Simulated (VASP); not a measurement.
Crystal: SiSb.

```
Sb Si
1.0
     0.00000    3.90320    0.00000
     3.90320    0.00000    0.00000
     1.95160    1.95160   -3.06372
Sb Si
1 1
Cartesian
  1.9516 1.9516 -0.5270
  0.0000 0.0000 0.0000
```

Base run:

- Program: VASP 6.6.1
- Functional: PBE
- Potentials or basis: VASP PAW PBE potentials, release 64 (Sb, Si)
- Cutoff: 500 eV
- k mesh: 6 × 6 × 6
- Occupations: fermi-dirac, width 0.1 eV
- Spin: no spin polarisation

Its results: pressure 1.9 GPa; largest force 0.796 eV/Å.

**Question.** The run is repeated on the same cell with these changes: functional from PBE to r2SCAN; cutoff from 500 eV to 550 eV. What comes out?

**Answer.** Pressure 0.9 GPa; largest force 0.663 eV/Å.

Caveats: the PAW data sets were made with another functional, which shifts forces and pressure a little (some runs).
